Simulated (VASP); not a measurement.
# PbS in VASP: single point with LDA

Aim: the single point of PbS with LDA.

Everything below comes from runs of VASP 6.6.1. Logs are shortened: lines on timing, memory, paths and dates and some standing lists are left out, and cuts for length are marked.

**1. The cell of the first run**

The cell holds a slab with vacuum, 8 atoms: a = 4.220 Å, b = 4.220 Å, c = 32.517 Å, α = 90.00°, β = 90.00°, γ = 90.00°.

**2. Single point, LDA**

POSCAR

```
PbS
1.0
    2.9837205200     -2.9837096800      0.0000000000
    2.9837205200      2.9837096800      0.0000000000
    0.0000000000      0.0000000000     32.5174038700
Pb S
4 4
Direct
    0.8370153100      0.1629846900      0.2062002100
    0.1629846900      0.8370153100      0.7937997900
    0.3370153100      0.6629846900      0.2937997900
    0.6629846900      0.3370153100      0.7062002100
    0.1617290400      0.8382709600      0.7120214700
    0.8382709600      0.1617290400      0.2879785300
    0.6617290400      0.3382709600      0.7879785300
    0.3382709600      0.6617290400      0.2120214700
```

INCAR.step1

```
PREC = Accurate
ENCUT = 400
EDIFF = 1E-6
ISMEAR = 0
SIGMA = 0.01
LREAL = F
LASPH = T
NELM = 120
ALGO = Normal
ISIF = 2
LWAVE = F
LCHARG = T
GGA = CA
NBANDS = 50
GGA_COMPAT = F
NEDOS = 2001
LORBIT = 11
```

KPOINTS.step1

```
regular mesh
0
Gamma
  4 4 1
```

INCAR.step2

```
PREC = Accurate
ENCUT = 400
EDIFF = 1E-6
ISMEAR = 0
SIGMA = 0.01
LREAL = F
LASPH = T
NELM = 120
ALGO = Normal
ISIF = 2
LWAVE = F
LCHARG = F
GGA = CA
LORBIT = 10
NEDOS = 1001
ICHARG = 11
GGA_COMPAT = F
```

KPOINTS.step2

```
regular mesh
0
Gamma
  6 6 1
```

Potentials or basis: VASP PAW LDA potentials, release 64 (Pb_d, S).

Started as:

```sh
$ cat potpaw_LDA.64/Pb_d/POTCAR potpaw_LDA.64/S/POTCAR > POTCAR
$ cp INCAR.step1 INCAR
$ cp KPOINTS.step1 KPOINTS
$ mpirun -np 1 vasp_std > vasp.out
$ cp INCAR.step2 INCAR
$ cp KPOINTS.step2 KPOINTS
$ mpirun -np 1 vasp_std > vasp.out
```

OUTCAR:

```text
PREC = Accurate
   ENCUT = 400
   EDIFF = 1E-6
   ISMEAR = 0
   LREAL = F
   LASPH = T
   NELM = 120
   ISIF = 2
   GGA = CA
   LORBIT = 10
   ICHARG = 11

 ion  position               nearest neighbor table
   1  0.837  0.163  0.206-   6 2.66   8 2.98   8 2.99   8 2.99   8 3.00   3 4.13   3 4.13   3 4.13
                             3 4.13
   2  0.163  0.837  0.794-   5 2.66   7 2.98   7 2.99   7 2.99   7 3.00   4 4.13   4 4.13   4 4.13
                             4 4.13
   3  0.337  0.663  0.294-   8 2.66   6 2.98   6 2.99   6 2.99   6 3.00   1 4.13   1 4.13   1 4.13
                             1 4.13
   4  0.663  0.337  0.706-   7 2.66   5 2.98   5 2.99   5 2.99   5 3.00   2 4.13   2 4.13   2 4.13
                             2 4.13
   5  0.162  0.838  0.712-   2 2.66   4 2.98   4 2.99   4 2.99   4 3.00
   6  0.838  0.162  0.288-   1 2.66   3 2.98   3 2.99   3 2.99   3 3.00
   7  0.662  0.338  0.788-   4 2.66   2 2.98   2 2.99   2 2.99   2 3.00
   8  0.338  0.662  0.212-   3 2.66   1 2.98   1 2.99   1 2.99   1 3.00

  LATTYP: Found a simple tetragonal cell.
 ALAT       =     4.2196103607
 C/A-ratio  =     7.7062574718

  Lattice vectors:

 A1 = (   2.9837205200,  -2.9837096800,   0.0000000000)
 A2 = (   2.9837205200,   2.9837096800,   0.0000000000)
 A3 = (   0.0000000000,   0.0000000000,  32.5174038700)

Analysis of symmetry for initial positions (statically):
=====================================================================
 Subroutine PRICEL returns:
 Original cell was already a primitive cell.

 Routine SETGRP: Setting up the symmetry group for a
 simple tetragonal supercell.

 Subroutine GETGRP returns: Found  8 space group operations
 (whereof  4 operations were pure point group operations)
 out of a pool of 16 trial point group operations.

The static configuration has the point symmetry C_2h.
 The point group associated with its full space group is D_2h.

Analysis of symmetry for dynamics (positions and initial velocities):
=====================================================================
 Subroutine PRICEL returns:
 Original cell was already a primitive cell.

 Routine SETGRP: Setting up the symmetry group for a
 simple tetragonal supercell.

 Subroutine GETGRP returns: Found  8 space group operations
 (whereof  4 operations were pure point group operations)
 out of a pool of 16 trial point group operations.

The dynamic configuration has the point symmetry C_2h.
 The point group associated with its full space group is D_2h.

 Subroutine INISYM returns: Found  8 space group operations
 (whereof  4 operations are pure point group operations),
 and found     1 'primitive' translations

----------------------------------------------------------------------------------------

                                     Primitive cell

  volume of cell :     578.9760

  direct lattice vectors                    reciprocal lattice vectors
     2.983720520 -2.983709680  0.000000000     0.167576017 -0.167576626  0.000000000
     2.983720520  2.983709680  0.000000000     0.167576017  0.167576626  0.000000000
     0.000000000  0.000000000 32.517403870     0.000000000  0.000000000  0.030752763

  length of vectors
     4.219610361  4.219610361 32.517403870     0.236988706  0.236988706  0.030752763

  position of ions in fractional coordinates (direct lattice)
     0.837015310  0.162984690  0.206200210
     0.162984690  0.837015310  0.793799790
     0.337015310  0.662984690  0.293799790
     0.662984690  0.337015310  0.706200210
     0.161729040  0.838270960  0.712021470
     0.838270960  0.161729040  0.287978530
     0.661729040  0.338270960  0.787978530
     0.338270960  0.661729040  0.212021470

  ion indices of the primitive-cell ions
   primitive index   ion index
                 1           1
                 2           2
                 3           3
                 4           4
                 5           5
                 6           6
                 7           7
                 8           8

----------------------------------------------------------------------------------------

 KPOINTS: regular mesh

Automatic generation of k-mesh.
 Grid dimensions read from file:
 generate k-points for:    6    6    1

 Generating k-lattice:

  Cartesian coordinates                     Fractional coordinates (reciprocal lattice)
     0.027929336 -0.027929438  0.000000000     0.166666667  0.000000000  0.000000000
     0.027929336  0.027929438  0.000000000     0.000000000  0.166666667  0.000000000
     0.000000000  0.000000000  0.030752763     0.000000000  0.000000000  1.000000000

  Length of vectors
     0.039498118  0.039498118  0.030752763

  Shift w.r.t. Gamma in fractional coordinates (k-lattice)
     0.000000000  0.000000000  0.000000000

 Subroutine IBZKPT returns following result:
 ===========================================

 Found     13 irreducible k-points:

 Following reciprocal coordinates:
            Coordinates               Weight
  0.000000  0.000000  0.000000      1.000000
  0.166667  0.000000  0.000000      4.000000
  0.333333  0.000000  0.000000      4.000000
  0.500000 -0.000000  0.000000      2.000000
  0.166667  0.166667  0.000000      2.000000
 -0.166667  0.166667  0.000000      2.000000
  0.333333  0.166667  0.000000      4.000000
 -0.166667  0.333333  0.000000      4.000000
  0.500000  0.166667  0.000000      4.000000
  0.333333  0.333333  0.000000      2.000000
 -0.333333  0.333333  0.000000      2.000000
  0.500000  0.333333  0.000000      4.000000
  0.500000  0.500000  0.000000      1.000000
   k-points           NKPTS =     13   k-points in BZ     NKDIM =     13   number of bands    NBANDS=     48
   number of dos      NEDOS =   1001   number of ions     NIONS =      8
   total plane-waves  NPLWV = 169344
   dimension x,y,z NGX =    28 NGY =   28 NGZ =  216
   dimension x,y,z NGXF=    56 NGYF=   56 NGZF=  432
   ions per type =               4   4
   NGX,Y,Z   is equivalent  to a cutoff of  11.03, 11.03, 11.04 a.u.
   NGXF,Y,Z  is equivalent  to a cutoff of  22.06, 22.06, 22.09 a.u.
 SYSTEM =  unknown system
   PREC   = accura    normal or accurate (medium, high low for compatibility)
   ISTART =      0    job   : 0-new  1-cont  2-samecut
   ICHARG =     11    charge: 1-file 2-atom 10-const
   ISPIN  =      1    spin polarized calculation?
   LNONCOLLINEAR =      F non collinear calculations
   LSORBIT =      F    spin-orbit coupling
   LASPH  =      T    aspherical Exc in radial PAW
   ENCUT  =  400.0 eV  29.40 Ry    5.42 a.u.   6.88  6.88 53.03*2*pi/ulx,y,z
   NELM   =    120;   NELMIN=  2; NELMDL=  0     # of ELM steps
   EDIFF  = 0.1E-05   stopping-criterion for ELM
   LREAL  =      F    real-space projection
   EDIFFG = 0.1E-04   stopping-criterion for IOM
   NSW    =      0    number of steps for IOM
   IBRION =     -1    ionic relax: 0-MD 1-quasi-New 2-CG
   NFREE  =      0    steps in history (QN), initial steepest desc. (CG)
   ISIF   =      2    stress and relaxation
   ISYM   =      2    0-nonsym 1-usesym 2-fastsym
   POTIM  = 0.5000    time-step for ionic-motion
   TEBEG  =    0.0;   TEEND  =   0.0 temperature during run
   PSTRESS=    0.0 pullay stress
   NELECT =      80.0000    total number of electrons
   NUPDOWN=      -1.0000    fix difference up-down
   EMIN   =  10.00;   EMAX   =-10.00  energy-range for DOS
   EFERMI =   0.00;   METHOD = LEGACY
   ISMEAR =     0;   SIGMA  =   0.01  broadening in eV -4-tet -1-fermi 0-gaus
   EFERMI_NEDOS =   21; number of points for ismear=-14 and -15
   IALGO  =     38    algorithm
   IMIX   =      4    mixing-type and parameters
     AMIX     =   0.40;   BMIX     =  1.00
     AMIX_MAG =   1.60;   BMIX_MAG =  1.00
  volume/ion in A,a.u.               =      72.37       488.39
  Fermi-wavevector in a.u.,A,eV,Ry     =   0.846353  1.599374  9.746025  0.716313
  Thomas-Fermi vector in A             =   1.961686
   LORBIT       =     10    0 simple, 1 ext, 2 COOP (PROOUT), +10 PAW based schemes
   GGA     = CA    functional components
   LHFCALC =     F    Hartree Fock is set to
   AEXX    =    0.0000 exact exchange contribution
   IVDW    =     0    specifies the selected vdW correction
   LEPSILON=     F    determine dielectric tensor
   LRPA    =     F    only Hartree local field effects (RPA)
 non-spin polarized calculation
 Gauss-broadening in eV      SIGMA  =   0.01
  energy-cutoff  :      400.00
  volume of cell :      578.98
 maximum number of plane-waves:     10556

 number of electron      80.0000041 magnetization

 Free energy of the ion-electron system (eV)
  ---------------------------------------------------
  ext. energy  EPLUGINS =         0.00000000
  ---------------------------------------------------
  free energy    TOTEN  =       -38.82376054 eV

  energy without entropy =      -38.82376054  energy(sigma->0) =      -38.82376054

 E-fermi :  -1.4019     XC(G=0):  -4.2850

 val. band max:       -1.4566737952   @ k =   0.3333   0.0000   0.0000
 cond. band min:       0.5428541224   @ k =   0.5000  -0.0000   0.0000
 fundamental gap:      1.9995279177
 Fermi energy:        -1.4019438629

 k-point     1 :       0.0000    0.0000    0.0000
  band No.  band energies     occupation
      1     -17.5631      2.00000
      2     -17.5631      2.00000
      3     -17.4451      2.00000
      4     -17.4451      2.00000
      5     -17.4367      2.00000
      6     -17.4367      2.00000
[... 40 lines left out ...]
     47       3.5200      0.00000
     48       3.8329      0.00000
[... 610 lines left out ...]
     47       3.6424      0.00000
     48       3.6509      0.00000

------------------------ aborting loop because EDIFF is reached ----------------------------------------

  FORCE on cell =-STRESS in cart. coord.  units (eV):
  Direction    XX          YY          ZZ          XY          YZ          ZX
  --------------------------------------------------------------------------------------
  -------------------------------------------------------------------------------------
  Total       -4.8046326     -4.8032294     -1.7872462      0.0000000      0.0000000      0.0000000
  in kB      -13.2956691    -13.2917863     -4.9457754      0.0000000      0.0000000      0.0000000
  external PRESSURE =     -10.5110769 kB  Pullay stress =       0.0000000 kB

 VOLUME and BASIS-vectors are now :
 -----------------------------------------------------------------------------
  energy-cutoff  :      400.00
  volume of cell :      578.98
      direct lattice vectors                 reciprocal lattice vectors
     2.983720520 -2.983709680  0.000000000     0.167576017 -0.167576626  0.000000000
     2.983720520  2.983709680  0.000000000     0.167576017  0.167576626  0.000000000
     0.000000000  0.000000000 32.517403870     0.000000000  0.000000000  0.030752763

 POSITION                                       TOTAL-FORCE (eV/Angst)
 -----------------------------------------------------------------------------------
      2.98372     -2.01111      6.70510         0.000000      0.000365      0.274874
      2.98372      2.01111     25.81231         0.000000     -0.000365     -0.274874
      2.98372      0.97260      9.55361         0.000000      0.000365     -0.274874
      2.98372     -0.97260     22.96380         0.000000     -0.000365      0.274874
      2.98372      2.01860     23.15309         0.000000      0.000970      0.083863
      2.98372     -2.01860      9.36431         0.000000     -0.000970     -0.083863
      2.98372     -0.96511     25.62302         0.000000      0.000970     -0.083863
      2.98372      0.96511      6.89439         0.000000     -0.000970      0.083863
 -----------------------------------------------------------------------------------
    total drift:                                0.000000      0.000000      0.000000

  FREE ENERGIE OF THE ION-ELECTRON SYSTEM (eV)
  ---------------------------------------------------
  free  energy   TOTEN  =       -38.8237605374 eV

  energy  without entropy=      -38.8237605374  energy(sigma->0) =      -38.82376054

 total charge

# of ion       s       p       d       tot
------------------------------------------
    1        1.452   0.570   9.838  11.860
    2        1.452   0.570   9.838  11.860
    3        1.452   0.570   9.838  11.860
    4        1.452   0.570   9.838  11.860
    5        1.349   2.327   0.000   3.676
    6        1.349   2.327   0.000   3.676
    7        1.349   2.327   0.000   3.676
    8        1.349   2.327   0.000   3.676
--------------------------------------------------
tot         11.204  11.589  39.352  62.145
```

It took 8 min on 1 thread of Oxide Virtual Turin-like, shared host; peak memory 0.35 GiB.

Results:

| Quantity | Value |
| --- | --- |
| Valence electrons inside the program's atomic spheres | Pb 11.86; S 3.68 |

Caveat: there is no dipole correction, which matters where the two faces differ; spin-orbit coupling is left out, which moves the levels of the heavy elements.
